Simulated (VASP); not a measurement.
Input of a VASP 6.6.1 run:

The input INCAR:

```
SYSTEM = Sn
  PREC = Accurate
  ENCUT = 500
  EDIFF = 1E-6
  ISMEAR = -1
  SIGMA = 0.15
  LREAL = .FALSE.
  LASPH = .TRUE.
  NELM = 120
  ALGO = Normal
  ISIF = 2
  LWAVE = .FALSE.
  LCHARG = .TRUE.
  GGA = PE
  LELF = .TRUE.
  LVHAR = .TRUE.
  NBANDS = 21
  GGA_COMPAT = .FALSE.
```

Contents of KPOINTS:

```
regular mesh
0
G
  7 7 7
  0 0 0
```

File POSCAR:

```
Sn
1.0
    0.0000000000      3.3317691617      3.3317691617
    3.3317691617      0.0000000000      3.3317691617
    3.3317691617      3.3317691617      0.0000000000
Sn
2
Direct
    0.0000000009      0.0000000009      0.0000000009
    0.2499999991      0.2499999991      0.2499999991
```

Potentials or basis: VASP PAW PBE potentials, release 64 (Sn_d).

Launch:

```sh
$ cat potpaw_PBE.64/Sn_d/POTCAR > POTCAR
$ mpirun -np 1 vasp_std > vasp.out
```

Problem. Predict the pressure.

Solution. 0.0 GPa.

Problem. Predict the band gap on the k mesh.

Solution. Zero (band 14 reaches 4.92 eV, above the bottom of band 15 at 4.72 eV).

Caveat: spin-orbit coupling is left out, which moves the levels of the heavy elements.
